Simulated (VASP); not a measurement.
# Si2Ni (Fm-3m) in VASP: a series of runs

Runs on Si2Ni. Level: PBE. Tasks: single point.

Program: VASP 6.6.1. These are calculated values, not measurements. Logs are shortened: lines on timing, memory, paths and dates and some standing lists are left out, and cuts for length are marked.

### Step 1. The cell of the first run

The structure is cubic, space group Fm-3m (No. 225). Conventional cell: a = 5.406 Å, b = 5.406 Å, c = 5.406 Å, α = 90.00°, β = 90.00°, γ = 90.00°. Si (site symmetry -43m) has 4 Ni at 2.34 Å and 6 Si at 2.70 Å within 3.1 Å. Ni (site symmetry m-3m) has 8 Si at 2.34 Å within 3.1 Å.

### Step 2. Single point, PBE, collinear spin, ferromagnetic start

The input, INCAR:

```
PREC = Accurate ; ENCUT = 600
EDIFF = 1E-6 ; ISMEAR = -1
SIGMA = 0.1 ; LREAL = F
LASPH = T ; NELM = 200
ALGO = Normal ; ISIF = 2
LWAVE = F ; LCHARG = F
ISPIN = 2 ; MAGMOM = 0 0 2
LORBIT = 11 ; LMAXMIX = 4
GGA = PE ; NBANDS = 20
GGA_COMPAT = F
```

The input, KPOINTS:

```
Automatic mesh
0
Gamma
  9 9 9
```

The input, POSCAR:

```
Si2Ni
1.0
    0.0000000000      2.7030000000      2.7030000000
    2.7030000000      0.0000000000      2.7030000000
    2.7030000000      2.7030000000      0.0000000000
Si Ni
2 1
Direct
    0.2500000000      0.2500000000      0.2500000000
    0.7500000000      0.7500000000      0.7500000000
    0.0000000000      0.0000000000      0.0000000000
```

Potentials or basis: VASP PAW PBE potentials, release 64 (Si, Ni).

Launch:

```console
$ cat potpaw_PBE.64/Si/POTCAR potpaw_PBE.64/Ni/POTCAR > POTCAR
$ mpirun -np 1 vasp_std > vasp.out
```

OUTCAR:

```text
PREC = Accurate
   ENCUT = 600
   EDIFF = 1E-6
   ISMEAR = -1
   LREAL = F
   LASPH = T
   NELM = 200
   ISIF = 2
   ISPIN = 2
   LORBIT = 11
   GGA = PE

 ion  position               nearest neighbor table
   1  0.250  0.250  0.250-   3 2.34   3 2.34   3 2.34   3 2.34   2 2.70   2 2.70   2 2.70   2 2.70
                             2 2.70   2 2.70
   2  0.750  0.750  0.750-   3 2.34   3 2.34   3 2.34   3 2.34   1 2.70   1 2.70   1 2.70   1 2.70
                             1 2.70   1 2.70
   3  0.000  0.000  0.000-   2 2.34   1 2.34   2 2.34   1 2.34   2 2.34   2 2.34   1 2.34   1 2.34

  LATTYP: Found a face centered cubic cell.
 ALAT       =     5.4060000000

  Lattice vectors:

 A1 = (   0.0000000000,   2.7030000000,   2.7030000000)
 A2 = (   2.7030000000,   0.0000000000,   2.7030000000)
 A3 = (   2.7030000000,   2.7030000000,   0.0000000000)

Analysis of symmetry for initial positions (statically):
=====================================================================
 Subroutine PRICEL returns:
 Original cell was already a primitive cell.

 Routine SETGRP: Setting up the symmetry group for a
 face centered cubic supercell.

 Subroutine GETGRP returns: Found 48 space group operations
 (whereof 48 operations were pure point group operations)
 out of a pool of 48 trial point group operations.

The static configuration has the point symmetry O_h .

Analysis of symmetry for dynamics (positions and initial velocities):
=====================================================================
 Subroutine PRICEL returns:
 Original cell was already a primitive cell.

 Routine SETGRP: Setting up the symmetry group for a
 face centered cubic supercell.

 Subroutine GETGRP returns: Found 48 space group operations
 (whereof 48 operations were pure point group operations)
 out of a pool of 48 trial point group operations.

The dynamic configuration has the point symmetry O_h .

Analysis of structural, dynamic, and magnetic symmetry:
=====================================================================
 Subroutine PRICEL returns:
 Original cell was already a primitive cell.

 Routine SETGRP: Setting up the symmetry group for a
 face centered cubic supercell.

 Subroutine GETGRP returns: Found 48 space group operations
 (whereof 48 operations were pure point group operations)
 out of a pool of 48 trial point group operations.

The overall configuration has the point symmetry O_h .

 Subroutine INISYM returns: Found 48 space group operations
 (whereof 48 operations are pure point group operations),
 and found     1 'primitive' translations

----------------------------------------------------------------------------------------

                                     Primitive cell

  volume of cell :      39.4974

  direct lattice vectors                    reciprocal lattice vectors
     0.000000000  2.703000000  2.703000000    -0.184979652  0.184979652  0.184979652
     2.703000000  0.000000000  2.703000000     0.184979652 -0.184979652  0.184979652
     2.703000000  2.703000000  0.000000000     0.184979652  0.184979652 -0.184979652

  length of vectors
     3.822619259  3.822619259  3.822619259     0.320394156  0.320394156  0.320394156

  position of ions in fractional coordinates (direct lattice)
     0.250000000  0.250000000  0.250000000
     0.750000000  0.750000000  0.750000000
     0.000000000  0.000000000  0.000000000

  ion indices of the primitive-cell ions
   primitive index   ion index
                 1           1
                 2           2
                 3           3

----------------------------------------------------------------------------------------

 KPOINTS: Automatic mesh

Automatic generation of k-mesh.
 Grid dimensions read from file:
 generate k-points for:    9    9    9

 Generating k-lattice:

  Cartesian coordinates                     Fractional coordinates (reciprocal lattice)
    -0.020553295  0.020553295  0.020553295     0.111111111  0.000000000  0.000000000
     0.020553295 -0.020553295  0.020553295     0.000000000  0.111111111  0.000000000
     0.020553295  0.020553295 -0.020553295     0.000000000  0.000000000  0.111111111

  Length of vectors
     0.035599351  0.035599351  0.035599351

  Shift w.r.t. Gamma in fractional coordinates (k-lattice)
     0.000000000  0.000000000  0.000000000

 Subroutine IBZKPT returns following result:
 ===========================================

 Found     35 irreducible k-points:

 Following reciprocal coordinates:
            Coordinates               Weight
  0.000000  0.000000  0.000000      1.000000
  0.111111  0.000000  0.000000      8.000000
  0.222222  0.000000  0.000000      8.000000
  0.333333  0.000000  0.000000      8.000000
  0.444444  0.000000  0.000000      8.000000
  0.111111  0.111111  0.000000      6.000000
[... 16 lines left out ...]
 -0.333333  0.333333  0.000000     12.000000
  0.444444  0.444444  0.000000      6.000000
 [... further k-points ...]
   k-points           NKPTS =     35   k-points in BZ     NKDIM =     35   number of bands    NBANDS=     20
   number of dos      NEDOS =    301   number of ions     NIONS =      3
   total plane-waves  NPLWV =  32768
   dimension x,y,z NGX =    32 NGY =   32 NGZ =   32
   dimension x,y,z NGXF=    64 NGYF=   64 NGZF=   64
   ions per type =               2   1
   NGX,Y,Z   is equivalent  to a cutoff of  13.92, 13.92, 13.92 a.u.
   NGXF,Y,Z  is equivalent  to a cutoff of  27.83, 27.83, 27.83 a.u.
 SYSTEM =  unknown system
   PREC   = accura    normal or accurate (medium, high low for compatibility)
   ISTART =      0    job   : 0-new  1-cont  2-samecut
   ICHARG =      2    charge: 1-file 2-atom 10-const
   ISPIN  =      2    spin polarized calculation?
   LNONCOLLINEAR =      F non collinear calculations
   LSORBIT =      F    spin-orbit coupling
   LASPH  =      T    aspherical Exc in radial PAW
   ENCUT  =  600.0 eV  44.10 Ry    6.64 a.u.   7.63  7.63  7.63*2*pi/ulx,y,z
   NELM   =    200;   NELMIN=  2; NELMDL= -5     # of ELM steps
   EDIFF  = 0.1E-05   stopping-criterion for ELM
   LREAL  =      F    real-space projection
   EDIFFG = 0.1E-04   stopping-criterion for IOM
   NSW    =      0    number of steps for IOM
   IBRION =     -1    ionic relax: 0-MD 1-quasi-New 2-CG
   NFREE  =      0    steps in history (QN), initial steepest desc. (CG)
   ISIF   =      2    stress and relaxation
   ISYM   =      2    0-nonsym 1-usesym 2-fastsym
   POTIM  = 0.5000    time-step for ionic-motion
   TEBEG  =    0.0;   TEEND  =   0.0 temperature during run
   PSTRESS=    0.0 pullay stress
   NELECT =      18.0000    total number of electrons
   NUPDOWN=      -1.0000    fix difference up-down
   EMIN   =  10.00;   EMAX   =-10.00  energy-range for DOS
   EFERMI =   0.00;   METHOD = LEGACY
   ISMEAR =    -1;   SIGMA  =   0.10  broadening in eV -4-tet -1-fermi 0-gaus
   EFERMI_NEDOS =   21; number of points for ismear=-14 and -15
   IALGO  =     38    algorithm
   IMIX   =      4    mixing-type and parameters
     AMIX     =   0.40;   BMIX     =  1.00
     AMIX_MAG =   1.60;   BMIX_MAG =  1.00
  volume/ion in A,a.u.               =      13.17        88.85
  Fermi-wavevector in a.u.,A,eV,Ry     =   1.259823  2.380721 21.594550  1.587155
  Thomas-Fermi vector in A             =   2.393364
   LORBIT       =     11    0 simple, 1 ext, 2 COOP (PROOUT), +10 PAW based schemes
   GGA     = PE    functional components
   LHFCALC =     F    Hartree Fock is set to
   AEXX    =    0.0000 exact exchange contribution
   IVDW    =     0    specifies the selected vdW correction
   LEPSILON=     F    determine dielectric tensor
   LRPA    =     F    only Hartree local field effects (RPA)
 spin polarized calculation
  energy-cutoff  :      600.00
  volume of cell :       39.50
 maximum number of plane-waves:      1363
   NGX = 15   NGY = 15   NGZ = 15

 number of electron      18.0000004 magnetization       0.0003882

 number of electron      18.0000004 magnetization      -0.0001197

 Free energy of the ion-electron system (eV)
  ---------------------------------------------------
  ext. energy  EPLUGINS =         0.00000000
  ---------------------------------------------------
  free energy    TOTEN  =       -17.37571580 eV

  energy without entropy =      -17.34523315  energy(sigma->0) =      -17.36047448

 E-fermi :  10.4510     XC(G=0): -11.5870

 val. band max:       10.4088501012   @ k =   0.3333   0.2222   0.0000
 cond. band min:      10.5290601016   @ k =   0.1111   0.1111   0.0000
 fundamental gap:      0.1202100003
 Fermi energy:        10.4510472378

 spin component 1

 k-point     1 :       0.0000    0.0000    0.0000
  band No.  band energies     occupation
      1      -3.3991      1.00000
      2       5.2509      1.00000
      3       5.2509      1.00000
      4       5.2509      1.00000
      5       6.9427      1.00000
      6       6.9427      1.00000
[... 12 lines left out ...]
     19      19.6246      0.00000
     20      23.3436      0.00000

 k-point     2 :       0.1111    0.0000    0.0000
  band No.  band energies     occupation
      1      -3.2162      1.00000
      2       4.8813      1.00000
      3       5.3084      1.00000
      4       5.3084      1.00000
      5       6.9102      1.00000
      6       6.9102      1.00000
[... 12 lines left out ...]
     19      20.4457      0.00000
     20      23.9431      0.00000
[... 465 lines left out ...]
      3       3.4476      1.00000
      4       5.6870      1.00000
      5       6.1282      1.00000
      6       6.5138      1.00000
[... 12 lines left out ...]
     19      25.3212      0.00000
     20      26.1473      0.00000

 k-point    24 :       0.4444    0.4444    0.0000
  band No.  band energies     occupation
      1       0.1821      1.00000
      2       2.9013      1.00000
      3       3.1909      1.00000
      4       5.8515      1.00000
      5       5.8515      1.00000
      6       6.9936      1.00000
[... 12 lines left out ...]
     19      24.2214      0.00000
     20      24.2214      0.00000

 [... further k-points ...]

 spin component 2

 k-point     1 :       0.0000    0.0000    0.0000
  band No.  band energies     occupation
      1      -3.3992      1.00000
      2       5.2508      1.00000
      3       5.2508      1.00000
      4       5.2508      1.00000
      5       6.9428      1.00000
      6       6.9428      1.00000
[... 12 lines left out ...]
     19      19.6244      0.00000
     20      23.3435      0.00000

 k-point     2 :       0.1111    0.0000    0.0000
  band No.  band energies     occupation
      1      -3.2163      1.00000
      2       4.8813      1.00000
      3       5.3084      1.00000
      4       5.3084      1.00000
      5       6.9103      1.00000
      6       6.9103      1.00000
[... 12 lines left out ...]
     19      20.4456      0.00000
     20      23.9430      0.00000
[... 465 lines left out ...]
      3       3.4475      1.00000
      4       5.6870      1.00000
      5       6.1282      1.00000
      6       6.5138      1.00000
[... 12 lines left out ...]
     19      25.3211      0.00000
     20      26.1481      0.00000

 k-point    24 :       0.4444    0.4444    0.0000
  band No.  band energies     occupation
      1       0.1820      1.00000
      2       2.9012      1.00000
      3       3.1908      1.00000
      4       5.8514      1.00000
      5       5.8514      1.00000
      6       6.9936      1.00000
[... 12 lines left out ...]
     19      24.2213      0.00000
     20      24.2213      0.00000

 [... further k-points ...]

------------------------ aborting loop because EDIFF is reached ----------------------------------------

  FORCE on cell =-STRESS in cart. coord.  units (eV):
  Direction    XX          YY          ZZ          XY          YZ          ZX
  --------------------------------------------------------------------------------------
  -------------------------------------------------------------------------------------
  Total        0.8712092      0.8712092      0.8712092     -0.0000000     -0.0000000      0.0000000
  in kB       35.3398645     35.3398645     35.3398645     -0.0000000     -0.0000000      0.0000000
  external PRESSURE =      35.3398645 kB  Pullay stress =       0.0000000 kB

 VOLUME and BASIS-vectors are now :
 -----------------------------------------------------------------------------
  energy-cutoff  :      600.00
  volume of cell :       39.50
      direct lattice vectors                 reciprocal lattice vectors
     0.000000000  2.703000000  2.703000000    -0.184979652  0.184979652  0.184979652
     2.703000000  0.000000000  2.703000000     0.184979652 -0.184979652  0.184979652
     2.703000000  2.703000000  0.000000000     0.184979652  0.184979652 -0.184979652

 POSITION                                       TOTAL-FORCE (eV/Angst)
 -----------------------------------------------------------------------------------
      1.35150      1.35150      1.35150        -0.000000      0.000000     -0.000000
      4.05450      4.05450      4.05450         0.000000     -0.000000      0.000000
      0.00000      0.00000      0.00000        -0.000000     -0.000000      0.000000
 -----------------------------------------------------------------------------------
    total drift:                                0.000000     -0.000000      0.000000

  FREE ENERGIE OF THE ION-ELECTRON SYSTEM (eV)
  ---------------------------------------------------
  free  energy   TOTEN  =       -17.3757157990 eV

  energy  without entropy=      -17.3452331523  energy(sigma->0) =      -17.36047448

 total charge

# of ion       s       p       d       tot
------------------------------------------
    1        0.744   0.843   0.000   1.587
    2        0.744   0.843   0.000   1.587
    3        0.560   0.797   8.450   9.807
--------------------------------------------------
tot          2.047   2.484   8.450  12.981

 magnetization (x)

# of ion       s       p       d       tot
------------------------------------------
    1       -0.000  -0.000   0.000  -0.000
    2       -0.000  -0.000   0.000  -0.000
    3       -0.000  -0.000   0.000   0.000
--------------------------------------------------
tot         -0.000  -0.000   0.000   0.000
```

Wall time 87 s (1 thread of Intel Xeon 8259CL, shared host); peak memory 0.23 GiB.

What came out:

```yaml
Free_energy: -17.3757 eV
Pressure: 3.5 GPa
Band_gap_on_the_k_mesh: zero (filled and empty bands overlap)
Net_moment: 0.00 μB per cell
Valence_electrons_inside_the_program's_atomic_spheres: Si 1.59; Ni 9.81
```

Levels at points of the mesh, in eV from the Fermi level:
Spin up:
| k point | band 5 | band 6 | band 7 | band 8 | band 9 | band 10 | band 11 | band 12 | band 13 | band 14 |
| --- | --- | --- | --- | --- | --- | --- | --- | --- | --- | --- |
| (0.00, 0.00, 0.00) | -3.51 | -3.51 | -0.30 | 1.70 | 1.70 | 1.70 | 2.29 | 2.29 | 2.29 | 4.73 |
Spin down:
| k point | band 5 | band 6 | band 7 | band 8 | band 9 | band 10 | band 11 | band 12 | band 13 | band 14 |
| --- | --- | --- | --- | --- | --- | --- | --- | --- | --- | --- |
| (0.00, 0.00, 0.00) | -3.51 | -3.51 | -0.30 | 1.70 | 1.70 | 1.70 | 2.29 | 2.29 | 2.29 | 4.73 |

Caveat: the starting moments collapsed, and a magnetic state may lie lower.

### Step 3. Single point, PBE, collinear spin, ferromagnetic start

The input, INCAR:

```
SYSTEM = Si2Ni
PREC = Accurate ; ENCUT = 600
EDIFF = 1E-6 ; ISMEAR = -1
SIGMA = 0.1 ; LREAL = .False.
LASPH = .True. ; NELM = 200
ALGO = Normal ; ISIF = 2
LWAVE = .False. ; LCHARG = .False.
ISPIN = 2 ; MAGMOM = 0 0 2
LORBIT = 11 ; LMAXMIX = 4
GGA = PE ; NBANDS = 20
GGA_COMPAT = .False.
```

The input, KPOINTS:

```
Automatic mesh
0
Gamma
  9 9 9
  0 0 0
```

POSCAR is that of step 2.

Potentials or basis: VASP PAW PBE potentials, release 64 (Si, Ni).

Launch:

```console
$ cat potpaw_PBE.64/Si/POTCAR potpaw_PBE.64/Ni/POTCAR > POTCAR
$ mpirun -np 1 vasp_std > vasp.out
```

It took 2.3 min on 1 thread of Intel Xeon 8259CL, shared host; peak memory 0.23 GiB.

The run converged. Its results:

| Property | Result |
| --- | --- |
| Free energy | -17.3757 eV |
| Pressure | 3.5 GPa |
| Band gap on the k mesh | zero (filled and empty bands overlap) |
| Net moment | 0.00 μB per cell |
| Valence electrons inside the program's atomic spheres | Si 1.59; Ni 9.81 |

Levels at points of the mesh, in eV from the Fermi level:
Spin up:
| k point | band 7 | band 8 | band 9 | band 10 | band 11 | band 12 |
| --- | --- | --- | --- | --- | --- | --- |
| (0.00, 0.00, 0.00) | -0.30 | 1.70 | 1.70 | 1.70 | 2.29 | 2.29 |
Spin down:
```tsv
k point	band 6	band 7	band 8	band 9	band 10	band 11	band 12	band 13
(0.00, 0.00, 0.00)	-3.51	-0.30	1.70	1.70	1.70	2.29	2.29	2.29
```

Caveat: the starting moments collapsed, and a magnetic state may lie lower.
